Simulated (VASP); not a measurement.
# Br in VASP: notebook

Br is run at these levels: revpbe exchange, lda correlation, PBE0, BLYP, BLYP+D4, PBEsol-based screened hybrid with 25 % exact exchange; tasks: single point.

Program: VASP 6.6.1. These are calculated values, not measurements. Logs are shortened: lines on timing, memory, paths and dates and some standing lists are left out, and cuts for length are marked.

**1. The cell of the first run**

The structure is tetragonal, space group I4/mmm (No. 139). The conventional cell has a = 2.903 Å, b = 2.903 Å, c = 7.295 Å, α = 90.00°, β = 90.00°, γ = 90.00°. Within 3.8 Å of Br (site symmetry 4/mmm) lie 4 Br at 2.90 Å.

**2. Single point, revpbe exchange, lda correlation, non-collinear spin, typed start (30.74 Å³/atom)**

The input, INCAR:

```
ALGO = Normal
EDIFF = 1E-6
ENCUT = 500
GGA = LIBXC
GGA_COMPAT = False
ISIF = 2
ISMEAR = 0
LASPH = True
LCHARG = False
LIBXC1 = GGA_X_PBE_R
LIBXC2 = LDA_C_PW
LNONCOLLINEAR = True
LORBIT = 11
LREAL = False
LWAVE = False
MAGMOM = 0 0 0.5
NBANDS = 18
NELM = 200
PREC = Accurate
SIGMA = 0.025
```

The input, KPOINTS:

```
k-points
0
Gamma
  10 10 10
```

The input, POSCAR:

```
Br
1.0
   -1.4514103950      1.4514103950      3.6476825829
    1.4514103950     -1.4514103950      3.6476825829
    1.4514103950      1.4514103950     -3.6476825829
Br
1
Direct
    0.0000000000      0.0000000000      0.0000000000
```

Potentials or basis: VASP PAW PBE potentials, release 64 (Br).

Launch:

```bash
$ cat potpaw_PBE.64/Br/POTCAR > POTCAR
$ mpirun -np 1 vasp_ncl > vasp.out
```

OUTCAR:

```text
EDIFF = 1E-6
   ENCUT = 500
   GGA = LIBXC
   ISIF = 2
   ISMEAR = 0
   LASPH = True
   LNONCOLLINEAR = True
   LORBIT = 11
   LREAL = False
   NELM = 200
   PREC = Accurate

 ion  position               nearest neighbor table
   1  0.000  0.000  0.000-

  LATTYP: Found a body centered tetragonal cell.
 ALAT       =     2.9028207900
 C/A-ratio  =     2.5131986070

  Lattice vectors:

 A1 = (  -1.4514103950,   1.4514103950,   3.6476825829)
 A2 = (   1.4514103950,  -1.4514103950,   3.6476825829)
 A3 = (   1.4514103950,   1.4514103950,  -3.6476825829)

Analysis of symmetry for initial positions (statically):
=====================================================================
 Subroutine PRICEL returns:
 Original cell was already a primitive cell.

 Routine SETGRP: Setting up the symmetry group for a
 body centered tetragonal supercell.

 Subroutine GETGRP returns: Found 16 space group operations
 (whereof 16 operations were pure point group operations)
 out of a pool of 16 trial point group operations.

The static configuration has the point symmetry D_4h.

Analysis of symmetry for dynamics (positions and initial velocities):
=====================================================================
 Subroutine PRICEL returns:
 Original cell was already a primitive cell.

 Routine SETGRP: Setting up the symmetry group for a
 body centered tetragonal supercell.

 Subroutine GETGRP returns: Found 16 space group operations
 (whereof 16 operations were pure point group operations)
 out of a pool of 16 trial point group operations.

The dynamic configuration has the point symmetry D_4h.

Analysis of structural, dynamic, and magnetic symmetry:
=====================================================================
 Subroutine PRICEL returns:
 Original cell was already a primitive cell.

 Routine SETGRP: Setting up the symmetry group for a
 body centered tetragonal supercell.

 Subroutine GETGRP returns: Found  8 space group operations
 (whereof  8 operations were pure point group operations)
 out of a pool of 16 trial point group operations.

The overall configuration has the point symmetry C_4h.

 Subroutine INISYM returns: Found  8 space group operations
 (whereof  8 operations are pure point group operations),
 and found     1 'primitive' translations

----------------------------------------------------------------------------------------

                                     Primitive cell

  volume of cell :      30.7367

  direct lattice vectors                    reciprocal lattice vectors
    -1.451410395  1.451410395  3.647682583     0.000000000  0.344492503  0.137073330
     1.451410395 -1.451410395  3.647682583     0.344492503  0.000000000  0.137073330
     1.451410395  1.451410395 -3.647682583     0.344492503  0.344492503  0.000000000

  length of vectors
     4.185543274  4.185543274  4.185543274     0.370761625  0.370761625  0.487185970

  position of ions in fractional coordinates (direct lattice)
     0.000000000  0.000000000  0.000000000

  ion indices of the primitive-cell ions
   primitive index   ion index
                 1           1

----------------------------------------------------------------------------------------

 KPOINTS: k-points

Automatic generation of k-mesh.
 Grid dimensions read from file:
 generate k-points for:   10   10   10

 Generating k-lattice:

  Cartesian coordinates                     Fractional coordinates (reciprocal lattice)
     0.000000000  0.034449250  0.013707333     0.100000000  0.000000000 -0.000000000
     0.034449250  0.000000000  0.013707333     0.000000000  0.100000000 -0.000000000
     0.034449250  0.034449250  0.000000000     0.000000000  0.000000000  0.100000000

  Length of vectors
     0.037076163  0.037076163  0.048718597

  Shift w.r.t. Gamma in fractional coordinates (k-lattice)
     0.000000000  0.000000000  0.000000000

 Subroutine IBZKPT returns following result:
 ===========================================

 Found    144 irreducible k-points:

 Following reciprocal coordinates:
            Coordinates               Weight
  0.000000  0.000000  0.000000      1.000000
  0.100000  0.000000 -0.000000      8.000000
  0.200000  0.000000 -0.000000      8.000000
  0.300000  0.000000 -0.000000      8.000000
  0.400000  0.000000 -0.000000      8.000000
  0.500000  0.000000 -0.000000      4.000000
[... 16 lines left out ...]
  0.200000  0.200000 -0.000000      8.000000
  0.300000  0.200000 -0.000000      8.000000
 [... further k-points ...]
   k-points           NKPTS =    144   k-points in BZ     NKDIM =    144   number of bands    NBANDS=     18
   number of dos      NEDOS =    301   number of ions     NIONS =      1
   total plane-waves  NPLWV =  32768
   dimension x,y,z NGX =    32 NGY =   32 NGZ =   32
   dimension x,y,z NGXF=    64 NGYF=   64 NGZF=   64
   ions per type =               1
   NGX,Y,Z   is equivalent  to a cutoff of  12.71, 12.71, 12.71 a.u.
   NGXF,Y,Z  is equivalent  to a cutoff of  25.42, 25.42, 25.42 a.u.
 SYSTEM =  unknown system
   PREC   = accura    normal or accurate (medium, high low for compatibility)
   ISTART =      0    job   : 0-new  1-cont  2-samecut
   ICHARG =      2    charge: 1-file 2-atom 10-const
   ISPIN  =      1    spin polarized calculation?
   LNONCOLLINEAR =      T non collinear calculations
   LSORBIT =      F    spin-orbit coupling
   LASPH  =      T    aspherical Exc in radial PAW
   ENCUT  =  500.0 eV  36.75 Ry    6.06 a.u.   7.63  7.63  7.63*2*pi/ulx,y,z
   NELM   =    200;   NELMIN=  2; NELMDL= -5     # of ELM steps
   EDIFF  = 0.1E-05   stopping-criterion for ELM
   LREAL  =      F    real-space projection
   EDIFFG = 0.1E-04   stopping-criterion for IOM
   NSW    =      0    number of steps for IOM
   IBRION =     -1    ionic relax: 0-MD 1-quasi-New 2-CG
   NFREE  =      0    steps in history (QN), initial steepest desc. (CG)
   ISIF   =      2    stress and relaxation
   ISYM   =      2    0-nonsym 1-usesym 2-fastsym
   POTIM  = 0.5000    time-step for ionic-motion
   TEBEG  =    0.0;   TEEND  =   0.0 temperature during run
   PSTRESS=    0.0 pullay stress
   NELECT =       7.0000    total number of electrons
   NUPDOWN=      -1.0000    fix difference up-down
   EMIN   =  10.00;   EMAX   =-10.00  energy-range for DOS
   EFERMI =   0.00;   METHOD = LEGACY
   ISMEAR =     0;   SIGMA  =   0.03  broadening in eV -4-tet -1-fermi 0-gaus
   EFERMI_NEDOS =   21; number of points for ismear=-14 and -15
   IALGO  =     38    algorithm
   IMIX   =      4    mixing-type and parameters
     AMIX     =   0.40;   BMIX     =  1.00
     AMIX_MAG =   1.60;   BMIX_MAG =  1.00
  volume/ion in A,a.u.               =      30.74       207.42
  Fermi-wavevector in a.u.,A,eV,Ry     =   0.999743  1.889240 13.598832  0.999486
  Thomas-Fermi vector in A             =   2.132053
   LORBIT       =     11    0 simple, 1 ext, 2 COOP (PROOUT), +10 PAW based schemes
   GGA     = LIBXC    functional components
   LHFCALC =     F    Hartree Fock is set to
   AEXX    =    0.0000 exact exchange contribution
   IVDW    =     0    specifies the selected vdW correction
   LEPSILON=     F    determine dielectric tensor
   LRPA    =     F    only Hartree local field effects (RPA)
 Gauss-broadening in eV      SIGMA  =   0.03
  energy-cutoff  :      500.00
  volume of cell :       30.74
 maximum number of plane-waves:      1606
   NGX = 15   NGY = 15   NGZ = 15

 number of electron       7.0000000 magnetization      -0.0000000     -0.0000000     -0.0219782

 number of electron       7.0000000 magnetization       0.0000000     -0.0000000      0.0013428

 number of electron       7.0000000 magnetization       0.0000000      0.0000000      0.0002666

 number of electron       7.0000000 magnetization      -0.0000000      0.0000000     -0.0000428

 Free energy of the ion-electron system (eV)
  ---------------------------------------------------
  ext. energy  EPLUGINS =         0.00000000
  ---------------------------------------------------
  free energy    TOTEN  =        -0.75494406 eV

  energy without entropy =       -0.75461209  energy(sigma->0) =       -0.75477808

 E-fermi :   0.8107     XC(G=0):  -8.0145

 val. band max:        0.8047820806   @ k =  -0.2000  -0.2000   0.1000
 cond. band min:       0.8473138540   @ k =   0.1000   0.1000  -0.0000
 fundamental gap:      0.0425317734
 Fermi energy:         0.8107276848

 k-point     1 :       0.0000    0.0000    0.0000
  band No.  band energies     occupation
      1     -15.0630      1.00000
      2     -15.0630      1.00000
      3      -1.3056      1.00000
      4      -1.3056      1.00000
      5       1.6057      0.00000
      6       1.6057      0.00000
[... 10 lines left out ...]
     17      16.6748      0.00000
     18      16.6748      0.00000

 k-point     2 :       0.1000    0.0000   -0.0000
  band No.  band energies     occupation
      1     -14.9543      1.00000
      2     -14.9543      1.00000
      3      -1.2890      1.00000
      4      -1.2890      1.00000
      5       0.7548      0.99922
      6       0.7548      0.99922
[... 10 lines left out ...]
     17      16.8582      0.00000
     18      16.8582      0.00000

 k-point     3 :       0.2000    0.0000   -0.0000
  band No.  band energies     occupation
      1     -14.6497      1.00000
      2     -14.6496      1.00000
      3      -1.2907      1.00000
      4      -1.2907      1.00000
      5      -0.9206      1.00000
      6      -0.9206      1.00000
[... 412 lines left out ...]
 k-point    23 :       0.2000    0.2000   -0.0000
  band No.  band energies     occupation
      1     -14.2192      1.00000
      2     -14.2191      1.00000
      3      -1.4104      1.00000
      4      -1.4104      1.00000
      5      -0.6542      1.00000
      6      -0.6541      1.00000
[... 10 lines left out ...]
     17      15.2526      0.00000
     18      15.2526      0.00000

 k-point    24 :       0.3000    0.2000   -0.0000
  band No.  band energies     occupation
      1     -13.7987      1.00000
      2     -13.7987      1.00000
      3      -2.4240      1.00000
      4      -2.4239      1.00000
      5      -1.1218      1.00000
      6      -1.1218      1.00000
[... 10 lines left out ...]
     17      16.0701      0.00000
     18      16.0701      0.00000

 [... further k-points ...]
[... 5 lines left out ...]
  --------------------------------------------------------------------------------------
  -------------------------------------------------------------------------------------
  Total        1.0174505      1.0174505      0.8107857      0.0000000      0.0000000     -0.0000000
  in kB       53.0354652     53.0354652     42.2628905      0.0000006      0.0000000     -0.0000000
  external PRESSURE =      49.4446069 kB  Pullay stress =       0.0000000 kB

 VOLUME and BASIS-vectors are now :
 -----------------------------------------------------------------------------
  energy-cutoff  :      500.00
  volume of cell :       30.74
      direct lattice vectors                 reciprocal lattice vectors
    -1.451410395  1.451410395  3.647682583     0.000000000  0.344492503  0.137073330
     1.451410395 -1.451410395  3.647682583     0.344492503  0.000000000  0.137073330
     1.451410395  1.451410395 -3.647682583     0.344492503  0.344492503  0.000000000

 POSITION                                       TOTAL-FORCE (eV/Angst)
 -----------------------------------------------------------------------------------
      0.00000      0.00000      0.00000         0.000000      0.000000      0.000000
 -----------------------------------------------------------------------------------
    total drift:                                0.000000      0.000000      0.000000

  FREE ENERGIE OF THE ION-ELECTRON SYSTEM (eV)
  ---------------------------------------------------
  free  energy   TOTEN  =        -0.7549440650 eV

  energy  without entropy=       -0.7546120939  energy(sigma->0) =       -0.75477808

 total charge

# of ion       s       p       d       tot
------------------------------------------
    1        1.681   3.072   0.023   4.777

 magnetization (x)

# of ion       s       p       d       tot
------------------------------------------
    1        0.000   0.000  -0.000   0.000

 magnetization (y)

# of ion       s       p       d       tot
------------------------------------------
    1        0.000  -0.000  -0.000  -0.000

 magnetization (z)

# of ion       s       p       d       tot
------------------------------------------
    1       -0.000  -0.000  -0.000  -0.000
```

It took 2.4 min on 1 thread of Intel Xeon Platinum 8488C (Sapphire Rapids), shared host; peak memory 0.36 GiB.

Results:

| Property | Result |
| --- | --- |
| Free energy | -0.7549 eV |
| Pressure | 4.9 GPa |
| Band gap on the k mesh | zero (bands 7 and 8 overlap by 3.59 eV) |
| Net moment | 0.00 μB per cell |
| Valence electrons inside the program's atomic spheres | Br 4.78 |

Stress tensor (GPa, compression positive):
```
5.30 0.00 0.00
0.00 5.30 0.00
0.00 0.00 4.23
```

Moments on the atoms (μB; x, y, z):
```
Br  0.00 0.00 0.00
```

Caveat: the cell stands under pressure; the PAW data sets were made with another functional, which shifts forces and pressure a little.

**3. Single point, PBE0, non-collinear spin, zero start, spin-orbit coupling**

This run uses another cell than the first one, of 29.00 Å³/atom.

The input, POSCAR:

```
Br
1.0
   -1.4234917050      1.4234917050      3.5775173700
    1.4234917050     -1.4234917050      3.5775173700
    1.4234917050      1.4234917050     -3.5775173700
Br
1
Direct
    0.0000000000      0.0000000000      0.0000000000
```

The input, INCAR.step1:

```
SYSTEM = Br
PREC = Accurate
ENCUT = 400
EDIFF = 1E-5
ISMEAR = 1
SIGMA = 0.05
LREAL = .FALSE.
LASPH = .TRUE.
NELM = 200
ALGO = Normal
ISIF = 2
LWAVE = .TRUE.
LCHARG = .FALSE.
MAGMOM = 0 0 0
LORBIT = 11
LSORBIT = .TRUE.
GGA_COMPAT = .FALSE.
LORBMOM = .TRUE.
GGA = PE
NBANDS = 18
KPAR = 4
```

The input, INCAR.step2:

```
SYSTEM = Br
PREC = Accurate
ENCUT = 400
EDIFF = 1E-6
ISMEAR = 1
SIGMA = 0.05
LREAL = .FALSE.
LASPH = .TRUE.
NELM = 200
ALGO = Normal
ISIF = 2
LWAVE = .FALSE.
LCHARG = .FALSE.
MAGMOM = 0 0 0
LORBIT = 11
LSORBIT = .TRUE.
GGA_COMPAT = .FALSE.
LORBMOM = .TRUE.
GGA = PE
LHFCALC = .TRUE.
AEXX = 0.25
PRECFOCK = Normal
ISTART = 1
NBANDS = 18
KPAR = 4
```

The input, KPOINTS:

```
Automatic mesh
0
G
  7 7 7
  0 0 0
```

Potentials or basis: VASP PAW PBE potentials, release 64 (Br).

Launch:

```bash
$ cat potpaw_PBE.64/Br/POTCAR > POTCAR
$ cp INCAR.step1 INCAR
$ mpirun -np 4 vasp_ncl > vasp.out
$ cp INCAR.step2 INCAR
$ mpirun -np 4 vasp_ncl > vasp.out
```

OUTCAR:

```text
SYSTEM = Br
   PREC = Accurate
   ENCUT = 400
   EDIFF = 1E-6
   ISMEAR = 1
   LREAL = .FALSE.
   LASPH = .TRUE.
   NELM = 200
   ISIF = 2
   LORBIT = 11
   LSORBIT = .TRUE.
   GGA = PE
   LHFCALC = .TRUE.
   AEXX = 0.25
   PRECFOCK = Normal
   ISTART = 1

 ion  position               nearest neighbor table
   1  0.000  0.000  0.000-

  LATTYP: Found a body centered tetragonal cell.
 ALAT       =     2.8469834100
 C/A-ratio  =     2.5131986069

  Lattice vectors:

 A1 = (  -1.4234917050,   1.4234917050,   3.5775173700)
 A2 = (   1.4234917050,  -1.4234917050,   3.5775173700)
 A3 = (   1.4234917050,   1.4234917050,  -3.5775173700)

Analysis of symmetry for initial positions (statically):
=====================================================================
 Subroutine PRICEL returns:
 Original cell was already a primitive cell.

 Routine SETGRP: Setting up the symmetry group for a
 body centered tetragonal supercell.

 Subroutine GETGRP returns: Found 16 space group operations
 (whereof 16 operations were pure point group operations)
 out of a pool of 16 trial point group operations.

The static configuration has the point symmetry D_4h.

Analysis of symmetry for dynamics (positions and initial velocities):
=====================================================================
 Subroutine PRICEL returns:
 Original cell was already a primitive cell.

[... 718 lines left out ...]
  energy  without entropy=       -2.1266446265  energy(sigma->0) =       -2.12675776

 orbital moment (x)

 # of ion     p       d       tot
 ----------------------------------------
  1        -0.000   0.000  -0.000
 ----------------------------------------
           -0.000   0.000  -0.000

 orbital moment (y)

 # of ion     p       d       tot
 ----------------------------------------
  1        -0.000  -0.000  -0.000
 ----------------------------------------
           -0.000  -0.000  -0.000

 orbital moment (z)

 # of ion     p       d       tot
 ----------------------------------------
  1         0.000  -0.000   0.000
 ----------------------------------------
            0.000  -0.000   0.000

 Spin-Orbit-Coupling matrix elements

 Ion:    1  E_soc:     -0.0771204
 l=   1
     0.0000000    -0.0125323    -0.0134767
    -0.0125323     0.0000000    -0.0125323
    -0.0134767    -0.0125323     0.0000000
 l=   2
     0.0000000     0.0000013     0.0000000     0.0000013    -0.0000093
     0.0000013     0.0000000    -0.0000029    -0.0000001    -0.0000032
     0.0000000    -0.0000029     0.0000000    -0.0000029     0.0000000
     0.0000013    -0.0000001    -0.0000029     0.0000000    -0.0000032
    -0.0000093    -0.0000032     0.0000000    -0.0000032     0.0000000
 l=   3
     0.0000000     0.0000000     0.0000000     0.0000000     0.0000000     0.0000000     0.0000000
     0.0000000     0.0000000     0.0000000     0.0000000     0.0000000     0.0000000     0.0000000
     0.0000000     0.0000000     0.0000000     0.0000000     0.0000000     0.0000000     0.0000000
     0.0000000     0.0000000     0.0000000     0.0000000     0.0000000     0.0000000     0.0000000
     0.0000000     0.0000000     0.0000000     0.0000000     0.0000000     0.0000000     0.0000000
     0.0000000     0.0000000     0.0000000     0.0000000     0.0000000     0.0000000     0.0000000
     0.0000000     0.0000000     0.0000000     0.0000000     0.0000000     0.0000000     0.0000000

 total charge

# of ion       s       p       d       tot
------------------------------------------
    1        1.647   3.035   0.030   4.712

 magnetization (x)

# of ion       s       p       d       tot
------------------------------------------
    1        0.000   0.000   0.000   0.000

 magnetization (y)

# of ion       s       p       d       tot
------------------------------------------
    1       -0.000  -0.000  -0.000  -0.000

 magnetization (z)

# of ion       s       p       d       tot
------------------------------------------
    1        0.000   0.000   0.000   0.000
```

Run time: 29 min. Hardware: 4 MPI ranks of Intel Xeon Platinum 8488C (Sapphire Rapids), shared host; peak memory 0.25 GiB.

Results:

```yaml
Free_energy: -2.1268 eV
Pressure: -0.3 GPa
Net_moment: 0.00 μB per cell
Valence_electrons_inside_the_program's_atomic_spheres: Br 4.71
```

Moments on the atoms (μB; x, y, z):
```
Br  0.00 0.00 0.00
```

Caveat: the PAW data sets were made with another functional, which shifts forces and pressure a little.

[end of part 1 of 2]

The gap in the log of VASP goes by the Fermi energy; the results here count the filled bands.